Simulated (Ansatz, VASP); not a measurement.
Two plane-wave programs on In2O3

```
CELL_PARAMETERS angstrom
-4.88145 4.88145 4.88145
4.88145 -4.88145 4.88145
4.88145 4.88145 -4.88145
ATOMIC_POSITIONS crystal
In 0.50000 0.50000 0.50000
In 0.50000 0.00000 0.00000
In 0.00000 0.50000 0.00000
In 0.00000 0.00000 0.50000
In 0.25000 0.71577 0.46577
In 0.75000 0.78423 0.03423
In 0.46577 0.25000 0.71577
In 0.03423 0.75000 0.78423
In 0.71577 0.46577 0.25000
In 0.78423 0.03423 0.75000
In 0.75000 0.28423 0.53423
In 0.25000 0.21577 0.96577
In 0.53423 0.75000 0.28423
In 0.96577 0.25000 0.21577
In 0.28423 0.53423 0.75000
In 0.21577 0.96577 0.25000
O 0.53580 0.77297 0.54764
O 0.72533 0.98817 0.95236
O 0.96420 0.51183 0.23717
O 0.77467 0.72703 0.26283
O 0.54764 0.53580 0.77297
O 0.95236 0.72533 0.98817
O 0.23717 0.96420 0.51183
O 0.26283 0.77467 0.72703
O 0.77297 0.54764 0.53580
O 0.98817 0.95236 0.72533
O 0.51183 0.23717 0.96420
O 0.72703 0.26283 0.77467
O 0.46420 0.22703 0.45236
O 0.27467 0.01183 0.04764
O 0.03580 0.48817 0.76283
O 0.22533 0.27297 0.73717
O 0.45236 0.46420 0.22703
O 0.04764 0.27467 0.01183
O 0.76283 0.03580 0.48817
O 0.73717 0.22533 0.27297
O 0.22703 0.45236 0.46420
O 0.01183 0.04764 0.27467
O 0.48817 0.76283 0.03580
O 0.27297 0.73717 0.22533
```

Alike in both runs: functional LDA; k mesh 2 × 2 × 2; no spin polarisation.

Ansatz relaxed the structure, and its values are those at the end. VASP's run is a single point on that final structure, the one shown.

|  | VASP | Ansatz |
| --- | --- | --- |
| version | VASP 6.6.1 | Ansatz 0.2.0 |
| potentials or method | VASP PAW LDA potentials, release 64 (In_d, O) | scalar-relativistic, plane waves, PAW |
| plane-wave cutoff (eV) | 600 | 420 |
| occupations | gaussian, width 0.01 eV | fixed |
| valence electrons in the cell | 352 | 352 |

```csv
,VASP,Ansatz,Ansatz less VASP
pressure (GPa),20.3,19.5,-0.81
rms of the force components (eV/Å),0.009,0.005,-0.0037
```

LDA's correlation is that of Perdew and Zunger in VASP and of Perdew and Wang (1992) in Ansatz. Ansatz's warnings: stress scf threshold loose.

The k mesh is coarse, so the values compare programs but aren't converged.
